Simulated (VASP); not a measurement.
# H12SO8 in VASP: further runs

Runs on H12SO8. Level: PBE. Tasks: single point.

Program: VASP 6.6.1. These are calculated values, not measurements. Logs are shortened: lines on timing, memory, paths and dates and some standing lists are left out, and cuts for length are marked.

## 1. The cell of the first run

The cell holds an amorphous packing of atoms, 21 atoms: a = 6.333 Å, b = 6.333 Å, c = 6.333 Å, α = 90.00°, β = 90.00°, γ = 90.00°.

## 2. Single point, PBE

Input file INCAR:

```
  PREC = Accurate
  ENCUT = 520
  EDIFF = 1E-6
  ISMEAR = -1
  SIGMA = 0.02
  LREAL = Auto
  LASPH = T
  NELM = 100
  ALGO = Normal
  ISIF = 2
  LWAVE = F
  LCHARG = F
  GGA = PE
  NBANDS = 49
```

Input file KPOINTS:

```
Automatic mesh
0
Gamma
  1 1 1
```

Input file POSCAR:

```
H12SO8
1.0
    6.3330260000      0.0000000000      0.0000000000
    0.0000000000      6.3330260000      0.0000000000
    0.0000000000      0.0000000000      6.3330260000
O H S
8 12 1
Direct
    0.2924510337      0.5744805090      0.7369620778
    0.6173825909      0.0479865391      0.8806532612
    0.9985116120      0.1878091137      0.4988294695
    0.4908711886      0.7788693746      0.4473217069
    0.4257522391      0.2160262724      0.5679275594
    0.1421121593     -0.0923571133      0.1182688970
    0.9353190718      0.5202252446      0.0912991673
    0.6425364431      0.3262579374      0.2458698259
    0.4196414163      0.6131192261      0.8201134813
    0.3249631377      0.6308200851      0.6004238732
    0.5485055643      0.1113211915      0.7451730026
    0.7121398207     -0.0568132833      0.8309297956
    1.1364235675      0.1332854152      0.4494060185
    1.0420926742      0.2940458479      0.5971237131
    0.4028563912      0.8243136851      0.3203681779
    0.6118086362      0.7104028943      0.3891820435
    0.5436263802      0.2762186670      0.4882342185
    0.3649913959      0.3297633706      0.6556107617
    0.2556439844     -0.0285645440      0.0424599552
    0.0723035086     -0.2206212323      0.0512866993
    0.8531782437      0.3172890811      0.1561970534
```

Potentials or basis: VASP PAW PBE potentials, release 64 (O, H, S).

Run with:

```sh
cat potpaw_PBE.64/O/POTCAR potpaw_PBE.64/H/POTCAR potpaw_PBE.64/S/POTCAR > POTCAR
mpirun -np 1 vasp_gam > vasp.out
```

OUTCAR:

```text
PREC = Accurate
   ENCUT = 520
   EDIFF = 1E-6
   ISMEAR = -1
   LREAL = Auto
   LASPH = T
   NELM = 100
   ISIF = 2
   GGA = PE

 ion  position               nearest neighbor table
   1  0.292  0.574  0.737-  10 0.96   9 0.99
   2  0.617  0.048  0.881-  12 0.95  11 1.04
   3  0.999  0.188  0.499-  14 0.96  13 0.99
   4  0.491  0.779  0.447-  16 0.95  15 1.02
   5  0.426  0.216  0.568-  17 0.98  18 0.99
   6  0.142  0.908  0.118-  19 0.95  20 1.02
   7  0.935  0.520  0.091-  21 1.45
   8  0.643  0.326  0.246-  21 1.45
   9  0.420  0.613  0.820-   1 0.99
  10  0.325  0.631  0.600-   1 0.96
  11  0.549  0.111  0.745-   2 1.04
  12  0.712  0.943  0.831-   2 0.95
  13  0.136  0.133  0.449-   3 0.99
  14  0.042  0.294  0.597-   3 0.96
  15  0.403  0.824  0.320-   4 1.02
  16  0.612  0.710  0.389-   4 0.95
  17  0.544  0.276  0.488-   5 0.98
  18  0.365  0.330  0.656-   5 0.99
  19  0.256  0.971  0.042-   6 0.95
  20  0.072  0.779  0.051-   6 1.02
  21  0.853  0.317  0.156-   7 1.45   8 1.45

  LATTYP: Found a simple cubic cell.
 ALAT       =     6.3330260000

  Lattice vectors:

 A1 = (   6.3330260000,   0.0000000000,   0.0000000000)
 A2 = (   0.0000000000,   6.3330260000,   0.0000000000)
 A3 = (   0.0000000000,   0.0000000000,   6.3330260000)

Analysis of symmetry for initial positions (statically):
=====================================================================
 Subroutine PRICEL returns:
 Original cell was already a primitive cell.

 Routine SETGRP: Setting up the symmetry group for a
 simple cubic supercell.

 Subroutine GETGRP returns: Found  1 space group operations
 (whereof  1 operations were pure point group operations)
 out of a pool of 48 trial point group operations.

The static configuration has the point symmetry C_1 .

Analysis of symmetry for dynamics (positions and initial velocities):
=====================================================================
 Subroutine PRICEL returns:
 Original cell was already a primitive cell.

 Routine SETGRP: Setting up the symmetry group for a
 simple cubic supercell.

 Subroutine GETGRP returns: Found  1 space group operations
 (whereof  1 operations were pure point group operations)
 out of a pool of 48 trial point group operations.

The dynamic configuration has the point symmetry C_1 .

 Subroutine INISYM returns: Found  1 space group operations
 (whereof  1 operations are pure point group operations),
 and found     1 'primitive' translations

----------------------------------------------------------------------------------------

                                     Primitive cell

  volume of cell :     254.0001

  direct lattice vectors                    reciprocal lattice vectors
     6.333026000  0.000000000  0.000000000     0.157902399  0.000000000  0.000000000
     0.000000000  6.333026000  0.000000000     0.000000000  0.157902399  0.000000000
     0.000000000  0.000000000  6.333026000     0.000000000  0.000000000  0.157902399

  length of vectors
     6.333026000  6.333026000  6.333026000     0.157902399  0.157902399  0.157902399

  position of ions in fractional coordinates (direct lattice)
     0.292451034  0.574480509  0.736962078
     0.617382591  0.047986539  0.880653261
     0.998511612  0.187809114  0.498829470
     0.490871189  0.778869375  0.447321707
     0.425752239  0.216026272  0.567927559
     0.142112159  0.907642887  0.118268897
[... 13 lines left out ...]
     0.072303509  0.779378768  0.051286699
     0.853178244  0.317289081  0.156197053

  ion indices of the primitive-cell ions
   primitive index   ion index
                 1           1
                 2           2
                 3           3
                 4           4
                 5           5
                 6           6
[... 13 lines left out ...]
                20          20
                21          21

----------------------------------------------------------------------------------------

 KPOINTS: Automatic mesh

Automatic generation of k-mesh.
 Grid dimensions read from file:
 generate k-points for:    1    1    1

 Generating k-lattice:

  Cartesian coordinates                     Fractional coordinates (reciprocal lattice)
     0.157902399  0.000000000  0.000000000     1.000000000  0.000000000  0.000000000
     0.000000000  0.157902399  0.000000000     0.000000000  1.000000000  0.000000000
     0.000000000  0.000000000  0.157902399     0.000000000  0.000000000  1.000000000

  Length of vectors
     0.157902399  0.157902399  0.157902399

  Shift w.r.t. Gamma in fractional coordinates (k-lattice)
     0.000000000  0.000000000  0.000000000

 Subroutine IBZKPT returns following result:
 ===========================================

 Found      1 irreducible k-points:

 Following reciprocal coordinates:
            Coordinates               Weight
  0.000000  0.000000  0.000000      1.000000
   k-points           NKPTS =      1   k-points in BZ     NKDIM =      1   number of bands    NBANDS=     49
   number of dos      NEDOS =    301   number of ions     NIONS =     21
   total plane-waves  NPLWV = 110592
   dimension x,y,z NGX =    48 NGY =   48 NGZ =   48
   dimension x,y,z NGXF=    96 NGYF=   96 NGZF=   96
   ions per type =               8  12   1
   NGX,Y,Z   is equivalent  to a cutoff of  12.60, 12.60, 12.60 a.u.
   NGXF,Y,Z  is equivalent  to a cutoff of  25.20, 25.20, 25.20 a.u.
 SYSTEM =  unknown system
   PREC   = accura    normal or accurate (medium, high low for compatibility)
   ISTART =      0    job   : 0-new  1-cont  2-samecut
   ICHARG =      2    charge: 1-file 2-atom 10-const
   ISPIN  =      1    spin polarized calculation?
   LNONCOLLINEAR =      F non collinear calculations
   LSORBIT =      F    spin-orbit coupling
   LASPH  =      T    aspherical Exc in radial PAW
   ENCUT  =  520.0 eV  38.22 Ry    6.18 a.u.  11.78 11.78 11.78*2*pi/ulx,y,z
   NELM   =    100;   NELMIN=  2; NELMDL= -5     # of ELM steps
   EDIFF  = 0.1E-05   stopping-criterion for ELM
   LREAL  =      T    real-space projection
   EDIFFG = 0.1E-04   stopping-criterion for IOM
   NSW    =      0    number of steps for IOM
   IBRION =     -1    ionic relax: 0-MD 1-quasi-New 2-CG
   NFREE  =      0    steps in history (QN), initial steepest desc. (CG)
   ISIF   =      2    stress and relaxation
   ISYM   =      2    0-nonsym 1-usesym 2-fastsym
   POTIM  = 0.5000    time-step for ionic-motion
   TEBEG  =    0.0;   TEEND  =   0.0 temperature during run
   PSTRESS=    0.0 pullay stress
   NELECT =      66.0000    total number of electrons
   NUPDOWN=      -1.0000    fix difference up-down
   EMIN   =  10.00;   EMAX   =-10.00  energy-range for DOS
   EFERMI =   0.00;   METHOD = LEGACY
   ISMEAR =    -1;   SIGMA  =   0.02  broadening in eV -4-tet -1-fermi 0-gaus
   EFERMI_NEDOS =   21; number of points for ismear=-14 and -15
   IALGO  =     38    algorithm
   IMIX   =      4    mixing-type and parameters
     AMIX     =   0.40;   BMIX     =  1.00
     AMIX_MAG =   1.60;   BMIX_MAG =  1.00
  volume/ion in A,a.u.               =      12.10        81.62
  Fermi-wavevector in a.u.,A,eV,Ry     =   1.044668  1.974136 14.848457  1.091331
  Thomas-Fermi vector in A             =   2.179430
   LORBIT       =      0    0 simple, 1 ext, 2 COOP (PROOUT), +10 PAW based schemes
   GGA     = PE    functional components
   LHFCALC =     F    Hartree Fock is set to
   AEXX    =    0.0000 exact exchange contribution
   IVDW    =     0    specifies the selected vdW correction
   LEPSILON=     F    determine dielectric tensor
   LRPA    =     F    only Hartree local field effects (RPA)
 non-spin polarized calculation
  energy-cutoff  :      520.00
  volume of cell :      254.00
 maximum number of plane-waves:      3430
 NGX is ok and might be reduce to    48
   NGX = 23   NGY = 23   NGZ = 23

 number of electron      65.9999999 magnetization

 Free energy of the ion-electron system (eV)
  ---------------------------------------------------
  ext. energy  EPLUGINS =         0.00000000
  ---------------------------------------------------
  free energy    TOTEN  =      -103.85914861 eV

  energy without entropy =     -103.85914861  energy(sigma->0) =     -103.85914861

 E-fermi :  -2.6331     XC(G=0):  -6.7102

 val. band max:       -3.1276196910   @ k =   0.0000   0.0000   0.0000
 cond. band min:       0.0657886998   @ k =   0.0000   0.0000   0.0000
 fundamental gap:      3.1934083907
 Fermi energy:        -2.6330934166

 k-point     1 :       0.0000    0.0000    0.0000
  band No.  band energies     occupation
      1     -24.8817      2.00000
      2     -22.4911      2.00000
      3     -22.2931      2.00000
      4     -22.2155      2.00000
      5     -21.7548      2.00000
      6     -21.5723      2.00000
[... 37 lines left out ...]
     44       6.9105      0.00000
     45       6.9505      0.00000
 [bands above 45 left out]

------------------------ aborting loop because EDIFF is reached ----------------------------------------

  FORCE on cell =-STRESS in cart. coord.  units (eV):
  Direction    XX          YY          ZZ          XY          YZ          ZX
  --------------------------------------------------------------------------------------
  -------------------------------------------------------------------------------------
  Total        1.5674094      3.6073204      3.2774921     -1.3331613     -0.7250537     -4.6935452
  in kB        9.8868788     22.7541955     20.6737103     -8.4092926     -4.5734816    -29.6058664
  external PRESSURE =      17.7715949 kB  Pullay stress =       0.0000000 kB

 VOLUME and BASIS-vectors are now :
 -----------------------------------------------------------------------------
  energy-cutoff  :      520.00
  volume of cell :      254.00
      direct lattice vectors                 reciprocal lattice vectors
     6.333026000  0.000000000  0.000000000     0.157902399  0.000000000  0.000000000
     0.000000000  6.333026000  0.000000000     0.000000000  0.157902399  0.000000000
     0.000000000  0.000000000  6.333026000     0.000000000  0.000000000  0.157902399

 POSITION                                       TOTAL-FORCE (eV/Angst)
 -----------------------------------------------------------------------------------
      1.85210      3.63820      4.66720        -0.020785     -0.838833      2.176727
      3.90990      0.30390      5.57720        -0.978470      0.990315      0.104009
      6.32360      1.18940      3.15910         0.148856     -0.748703     -0.796561
      3.10870      4.93260      2.83290        -1.520434      0.873847     -1.216540
      2.69630      1.36810      3.59670        -0.213365     -0.527459      0.435029
      0.90000      5.74813      0.74900        -1.344078     -1.175428      0.984458
[... 13 lines left out ...]
      0.45790      4.93583      0.32480         1.283204      1.352212      0.357762
      5.40320      2.00940      0.98920        -0.212009     -1.064633     -0.264931
 -----------------------------------------------------------------------------------
    total drift:                                0.003811     -0.004591     -0.006872

  FREE ENERGIE OF THE ION-ELECTRON SYSTEM (eV)
  ---------------------------------------------------
  free  energy   TOTEN  =      -103.8591486061 eV

  energy  without entropy=     -103.8591486061  energy(sigma->0) =     -103.85914861
```

Wall time 37 s (1 thread of Intel Xeon 6975P-C, shared host); peak memory 0.29 GiB.

What came out:

```yaml
Free_energy: -103.8591 eV
Pressure: 1.8 GPa
Largest_force: 2.333 eV/Å
Band_gap_on_the_k_mesh: 3.19 eV
```

Forces in eV/Å, atoms in the order of the input:
```
O   -0.021 -0.839  2.177
O   -0.978  0.990  0.104
O    0.149 -0.749 -0.797
O   -1.520  0.874 -1.217
O   -0.213 -0.527  0.435
O   -1.344 -1.175  0.984
O    0.330  0.777 -0.231
O   -0.058  0.399  0.121
H   -0.876 -0.067 -0.333
H    0.624  0.996 -1.308
H    0.270 -0.632  0.698
H    0.847 -0.791 -0.445
H   -0.325  0.006  0.108
H    0.092  0.822  0.731
H    0.735 -0.377  1.139
H    0.739 -0.483 -0.579
H   -0.268  0.030 -0.417
H    0.093  0.584 -0.046
H    0.653 -0.126 -1.218
H    1.283  1.352  0.358
S   -0.212 -1.065 -0.265
```

Levels at points of the mesh, in eV from the valence-band top:
```tsv
k point	band 29	band 30	band 31	band 32	band 33	band 34	band 35	band 36	band 37	band 38
(0.00, 0.00, 0.00)	-0.75	-0.66	-0.42	-0.36	0.00	3.19	4.69	7.32	7.42	7.88
```

Caveat: the k points lie up to 0.99 Å⁻¹ apart.

## 3. Single point, PBE

Input file INCAR:

```
PREC = Accurate ; ENCUT = 520
EDIFF = 1E-6 ; ISMEAR = -1
SIGMA = 0.02 ; LREAL = Auto
LASPH = T ; NELM = 100
ALGO = Normal ; ISIF = 2
LWAVE = F ; LCHARG = F
GGA = PE ; NBANDS = 49
```

KPOINTS is that of step 2.

Input file POSCAR:

```
H12SO8
1.0
    6.3330260000      0.0000000000      0.0000000000
    0.0000000000      6.3330260000      0.0000000000
    0.0000000000      0.0000000000      6.3330260000
O H S
8 12 1
Direct
    0.2610442465      0.5595429420      0.7581841603
    0.5921813680      0.0297646023      0.8503991615
    1.0110490625      0.1520442203      0.4397739722
    0.4926081150      0.8028705393      0.4315788377
    0.4072776584      0.2304743420      0.5597324249
    0.1558022974     -0.0550131959      0.1429806225
    0.9136074919      0.5359681138      0.1009470038
    0.6314359044      0.2826926654      0.2245845825
    0.2194211740      0.5806860733      0.8945170918
    0.3492643169      0.6776381464      0.7311354793
    0.5021770004      0.0924044840      0.7380358142
    0.6537948842     -0.0983574045      0.7924805614
    1.1562718991      0.1674239139      0.5093931400
    0.9264133765      0.1790139500      0.5688907641
    0.3587542511      0.8261769334      0.3513012579
    0.6125191970      0.7978334528      0.3347530864
    0.4610592156      0.2408011589      0.4202414454
    0.3948823201      0.3800552848      0.6254829840
    0.2738027603     -0.0282645295      0.0292435243
    0.0640925839     -0.1414647595      0.0619293210
    0.8412408223      0.3196260366      0.1388277894
```

Potentials or basis: VASP PAW PBE potentials, release 64 (O, H, S).

Run with:

```sh
cat potpaw_PBE.64/O/POTCAR potpaw_PBE.64/H/POTCAR potpaw_PBE.64/S/POTCAR > POTCAR
mpirun -np 1 vasp_gam > vasp.out
```

It took 38 s on 1 thread of Intel Xeon 6975P-C, shared host; peak memory 0.29 GiB.

Results (log left out):

```
Free energy            : -103.5977 eV
Pressure               : 1.5 GPa
Largest force          : 3.903 eV/Å
Band gap on the k mesh : 3.38 eV
```

Forces in eV/Å, atoms in the order of the input:
```
O    0.488 -0.813 -2.898
O    0.141 -0.593  0.990
O   -0.227  0.329  2.192
O   -0.445 -0.230  0.057
O   -1.419  1.543  2.340
O    3.270  0.733 -1.969
O   -0.429  0.157  0.307
O    0.317  0.786 -0.197
H   -1.292 -0.004  3.683
H    0.917  1.235 -0.814
H    0.316  0.005 -0.601
H   -0.128  0.103 -0.218
H   -0.038  0.158 -1.039
H   -0.273 -0.023 -0.668
H    0.876 -0.028 -0.058
H   -0.484  0.030 -0.073
H    0.856  0.178 -1.351
H   -0.271 -1.630 -0.671
H   -1.320 -0.149  1.806
H   -1.238 -0.950 -0.337
S    0.385 -0.839 -0.478
```

Stress tensor (GPa, compression positive):
```
-0.11 -0.41 -0.63
-0.41  1.53  0.86
-0.63  0.86  3.19
```

Levels at points of the mesh, in eV from the valence-band top:
```csv
k point,band 30,band 31,band 32,band 33,band 34,band 35,band 36,band 37
"(0.00, 0.00, 0.00)",-0.49,-0.13,-0.03,0.00,3.38,4.86,7.11,7.75
```

Caveat: the k points lie up to 0.99 Å⁻¹ apart.
